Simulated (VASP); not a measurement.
# Sb (R-3m) in VASP: notebook, part 2 of 2

VASP 6.6.1.

**3. Electric field gradients, PBEsol (zz strain of +2 %)**

Contents of INCAR:

```
PREC = Accurate ; ENCUT = 400
EDIFF = 1E-8 ; ISMEAR = -1
SIGMA = 0.05 ; LREAL = False
LASPH = True ; NELM = 120
ALGO = Normal ; ISIF = 2
LWAVE = False ; LCHARG = False
GGA = PS ; LEFG = True
NBANDS = 12 ; GGA_COMPAT = False
```

Contents of KPOINTS:

```
Automatic mesh
0
Gamma
  9 9 9
```

Contents of POSCAR:

```
Sb
1.0
    2.1506003320      1.2416496806      3.8188800000
   -2.1506003320      1.2416496806      3.8188800000
    0.0000000000     -2.4832993611      3.8188800000
Sb
2
Direct
    0.2336400000      0.2336400000      0.2336400000
    0.7663600000      0.7663600000      0.7663600000
```

Potentials or basis: VASP PAW PBE potentials, release 64 (Sb).

Run with:

```bash
> cat potpaw_PBE.64/Sb/POTCAR > POTCAR
> mpirun -np 1 vasp_std > vasp.out
```

OUTCAR:

```text
PREC = Accurate
   ENCUT = 400
   EDIFF = 1E-8
   ISMEAR = -1
   LREAL = False
   LASPH = True
   NELM = 120
   ISIF = 2
   GGA = PS

 ion  position               nearest neighbor table
   1  0.234  0.234  0.234-   2 2.92   2 2.92   2 2.92   2 3.37   2 3.37   2 3.37
   2  0.766  0.766  0.766-   1 2.92   1 2.92   1 2.92   1 3.37   1 3.37   1 3.37

  LATTYP: Found a trigonal (rhomboedric) cell.
 ALAT       =     4.5552848618
 COS(alpha) =     0.5542223076

  Lattice vectors:

 A1 = (   2.1506003320,   1.2416496806,   3.8188800000)
 A2 = (  -2.1506003320,   1.2416496806,   3.8188800000)
 A3 = (   0.0000000000,  -2.4832993611,   3.8188800000)

Analysis of symmetry for initial positions (statically):
=====================================================================
 Subroutine PRICEL returns:
 Original cell was already a primitive cell.

 Routine SETGRP: Setting up the symmetry group for a
 trigonal (rhombohedral) supercell.

 Subroutine GETGRP returns: Found 12 space group operations
 (whereof 12 operations were pure point group operations)
 out of a pool of 12 trial point group operations.

The static configuration has the point symmetry D_3d.

Analysis of symmetry for dynamics (positions and initial velocities):
=====================================================================
 Subroutine PRICEL returns:
 Original cell was already a primitive cell.

 Routine SETGRP: Setting up the symmetry group for a
 trigonal (rhombohedral) supercell.

 Subroutine GETGRP returns: Found 12 space group operations
 (whereof 12 operations were pure point group operations)
 out of a pool of 12 trial point group operations.

The dynamic configuration has the point symmetry D_3d.

 Subroutine INISYM returns: Found 12 space group operations
 (whereof 12 operations are pure point group operations),
 and found     1 'primitive' translations

----------------------------------------------------------------------------------------

                                     Primitive cell

  volume of cell :      61.1852

  direct lattice vectors                    reciprocal lattice vectors
     2.150600332  1.241649681  3.818880000     0.232493222  0.134230024  0.087285627
    -2.150600332  1.241649681  3.818880000    -0.232493222  0.134230024  0.087285627
     0.000000000 -2.483299361  3.818880000     0.000000000 -0.268460048  0.087285627

  length of vectors
     4.555284862  4.555284862  4.555284862     0.282293426  0.282293426  0.282293426

  position of ions in fractional coordinates (direct lattice)
     0.233640000  0.233640000  0.233640000
     0.766360000  0.766360000  0.766360000

  ion indices of the primitive-cell ions
   primitive index   ion index
                 1           1
                 2           2

----------------------------------------------------------------------------------------

 KPOINTS: Automatic mesh

Automatic generation of k-mesh.
 Grid dimensions read from file:
[... 77 lines left out ...]
   NUPDOWN=      -1.0000    fix difference up-down
   EMIN   =  10.00;   EMAX   =-10.00  energy-range for DOS
   EFERMI =   0.00;   METHOD = LEGACY
   ISMEAR =    -1;   SIGMA  =   0.05  broadening in eV -4-tet -1-fermi 0-gaus
   EFERMI_NEDOS =   21; number of points for ismear=-14 and -15
   IALGO  =     38    algorithm
   IMIX   =      4    mixing-type and parameters
     AMIX     =   0.40;   BMIX     =  1.00
     AMIX_MAG =   1.60;   BMIX_MAG =  1.00
  volume/ion in A,a.u.               =      30.59       206.45
  Fermi-wavevector in a.u.,A,eV,Ry     =   0.895075  1.691447 10.900436  0.801159
  Thomas-Fermi vector in A             =   2.017361
   LORBIT       =      0    0 simple, 1 ext, 2 COOP (PROOUT), +10 PAW based schemes
   GGA     = PS    functional components
   LHFCALC =     F    Hartree Fock is set to
   AEXX    =    0.0000 exact exchange contribution
   IVDW    =     0    specifies the selected vdW correction
   LEPSILON=     F    determine dielectric tensor
   LRPA    =     F    only Hartree local field effects (RPA)
 non-spin polarized calculation
  energy-cutoff  :      400.00
  volume of cell :       61.19
 maximum number of plane-waves:      1121
 NGX is ok and might be reduce to    30
   NGX = 15   NGY = 15   NGZ = 15

 number of electron      10.0000001 magnetization

 Free energy of the ion-electron system (eV)
  ---------------------------------------------------
  ext. energy  EPLUGINS =         0.00000000
  ---------------------------------------------------
  free energy    TOTEN  =        -9.11320965 eV

  energy without entropy =       -9.11123023  energy(sigma->0) =       -9.11221994

 E-fermi :   6.9682     XC(G=0):  -9.6095

 val. band max:        6.9410660125   @ k =   0.3333   0.2222   0.2222
 cond. band min:       6.9959849027   @ k =   0.4444   0.0000   0.0000
 fundamental gap:      0.0549188901
 Fermi energy:         6.9682271599

 k-point     1 :       0.0000    0.0000    0.0000
  band No.  band energies     occupation
      1      -5.6635      2.00000
      2       2.0753      2.00000
      3       4.8222      2.00000
      4       5.2852      2.00000
      5       5.2852      2.00000
      6       9.0309      0.00000
      7       9.6424      0.00000
      8       9.6424      0.00000
      9      12.1248      0.00000
     10      12.1248      0.00000
     11      12.1691      0.00000
     12      13.5066      0.00000
[... 331 lines left out ...]
 k-point    24 :       0.4444    0.4444    0.0000
  band No.  band energies     occupation
      1      -3.4786      2.00000
      2      -0.9180      2.00000
      3       1.7670      2.00000
      4       3.2901      2.00000
      5       3.4773      2.00000
      6       8.5377      0.00000
      7      11.7202      0.00000
      8      12.3326      0.00000
      9      13.2632      0.00000
     10      15.5236      0.00000
     11      16.5453      0.00000
     12      17.5905      0.00000

 [... further k-points ...]
[... 5 lines left out ...]
  --------------------------------------------------------------------------------------
  -------------------------------------------------------------------------------------
  Total       -0.0154003     -0.0154003     -0.4469646      0.0000000     -0.0000000      0.0000000
  in kB       -0.4032687     -0.4032687    -11.7040889      0.0000000     -0.0000000      0.0000000
  external PRESSURE =      -4.1702087 kB  Pullay stress =       0.0000000 kB

 VOLUME and BASIS-vectors are now :
 -----------------------------------------------------------------------------
  energy-cutoff  :      400.00
  volume of cell :       61.19
      direct lattice vectors                 reciprocal lattice vectors
     2.150600332  1.241649681  3.818880000     0.232493222  0.134230024  0.087285627
    -2.150600332  1.241649681  3.818880000    -0.232493222  0.134230024  0.087285627
     0.000000000 -2.483299361  3.818880000     0.000000000 -0.268460048  0.087285627

 POSITION                                       TOTAL-FORCE (eV/Angst)
 -----------------------------------------------------------------------------------
      0.00000      0.00000      2.67673         0.000000      0.000000      0.067420
      0.00000      0.00000      8.77991         0.000000     -0.000000     -0.067420
 -----------------------------------------------------------------------------------
    total drift:                                0.000000     -0.000000      0.000000

  FREE ENERGIE OF THE ION-ELECTRON SYSTEM (eV)
  ---------------------------------------------------
  free  energy   TOTEN  =        -9.1132096473 eV

  energy  without entropy=       -9.1112302303  energy(sigma->0) =       -9.11221994

 Electric field gradients (V/A^2)
---------------------------------------------------------------------
 ion       V_xx      V_yy      V_zz      V_xy      V_xz      V_yz
---------------------------------------------------------------------
   1      18.279    18.279   -36.558    -0.000     0.000    -0.000
   2      18.279    18.279   -36.558    -0.000     0.000    -0.000
---------------------------------------------------------------------

 Electric field gradients after diagonalization (V/A^2)
 (convention: |V_zz| > |V_xx| > |V_yy|)
----------------------------------------------------------------------
 ion       V_xx      V_yy      V_zz     asymmetry (V_yy - V_xx)/ V_zz
----------------------------------------------------------------------
   1      18.279    18.279   -36.558       0.000
   2      18.279    18.279   -36.558       0.000
----------------------------------------------------------------------

           NMR quadrupolar parameters

 Cq : quadrupolar parameter    Cq=e*Q*V_zz/h
 eta: asymmetry parameters     (V_yy - V_xx)/ V_zz
 Q  : nuclear electric quadrupole moment in mb (millibarn)
----------------------------------------------------------------------
 ion       Cq(MHz)       eta       Q (mb)
----------------------------------------------------------------------
   1      -0.088       0.000       1.000
   2      -0.088       0.000       1.000
----------------------------------------------------------------------
```

OSZICAR:

```text
N       E                     dE             d eps       ncg     rms          rms(c)
DAV:   1     0.286982960561E+02    0.28698E+02   -0.30946E+03  2040   0.532E+02
DAV:   2    -0.749948746214E+01   -0.36198E+02   -0.34868E+02  2688   0.982E+01
DAV:   3    -0.911537012788E+01   -0.16159E+01   -0.15906E+01  2484   0.227E+01
DAV:   4    -0.912927297931E+01   -0.13903E-01   -0.13898E-01  2392   0.256E+00
DAV:   5    -0.912944449999E+01   -0.17152E-03   -0.17152E-03  2480   0.306E-01    0.286E+00
DAV:   6    -0.911939075205E+01    0.10054E-01   -0.22950E-03  2384   0.267E-01    0.171E+00
DAV:   7    -0.911315865068E+01    0.62321E-02   -0.57695E-03  2340   0.418E-01    0.553E-02
DAV:   8    -0.911320170209E+01   -0.43051E-04   -0.12894E-04  2512   0.755E-02    0.159E-02
DAV:   9    -0.911320994123E+01   -0.82391E-05   -0.12262E-05  2436   0.206E-02    0.539E-03
DAV:  10    -0.911320943623E+01    0.50501E-06   -0.95788E-07  2420   0.547E-03    0.135E-03
DAV:  11    -0.911320961022E+01   -0.17400E-06   -0.17588E-07  2464   0.222E-03    0.438E-04
DAV:  12    -0.911320962398E+01   -0.13757E-07   -0.17104E-08  2164   0.724E-04    0.176E-04
DAV:  13    -0.911320964352E+01   -0.19538E-07   -0.13398E-09  1336   0.239E-04    0.624E-05
DAV:  14    -0.911320964727E+01   -0.37547E-08   -0.16061E-10  1236   0.912E-05
   1 F= -.91132096E+01 E0= -.91122199E+01  d E =-.197942E-02
```

Run time: 71 s. Hardware: 1 thread of Intel Xeon 8259CL, shared host; peak memory 0.18 GiB.

Results:

```
Free energy            : -9.1132 eV
Pressure               : -0.4 GPa
Largest force          : 0.067 eV/Å
Band gap on the k mesh : 0.05 eV, indirect (least direct gap 0.51 eV)
```

Forces in eV/Å, atoms in the order of the input:
```
Sb   0.000  0.000  0.067
Sb   0.000  0.000 -0.067
```

Stress tensor (GPa, compression positive):
```
-0.04  0.00  0.00
 0.00 -0.04  0.00
 0.00  0.00 -1.17
```

Electric field gradients, principal values (V/Å²):
```tsv
atom	least	middle	greatest (by size)
1 Sb	18.279	18.279	-36.558
2 Sb	18.279	18.279	-36.558
```

Caveat: the cell differs from its parent crystal (zz strain of +2 %); without QUAD_EFG the Cq values of the log hold for a quadrupole moment of 1 mb, not for the nuclei; the PAW data sets were made with another functional, which shifts forces and pressure a little; spin-orbit coupling is left out, which moves the levels of the heavy elements.
